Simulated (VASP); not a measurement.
Runs of VASP 6.6.1 on Li. The structure is that of space group Im-3m (No. 229), or close to it. The cells are those of the table. 

| cell | gap on the mesh (eV) | pressure (GPa) |
| --- | --- | --- |
| a = 3.500, b = 3.500, c = 3.390 Å, 2 atoms | none | -0.4 |
| a = 3.534, b = 3.534, c = 3.370 Å, 2 atoms | none | (a) |
| a = 3.500, b = 3.500, c = 3.344 Å, 2 atoms | none | -0.3 |
| a = 3.466, b = 3.466, c = 3.411 Å, 2 atoms | none | -0.3 |
| a = 3.466, b = 3.466, c = 3.389 Å, 2 atoms | none | -0.2 |

Alike in all rows: task single point; level PBEsol; potentials or basis VASP PAW PBE potentials, release 64 (Li_sv); no spin polarisation; k mesh 16 × 16 × 16; cutoff (eV) 750; smearing gaussian 0.1 eV.

Question: Fill in the values left out.

Answer: (a) -0.6.

Caveats: the PAW data sets were made with another functional, which shifts forces and pressure a little.

A gap of «none» marks levels without a gap at the run's occupations.
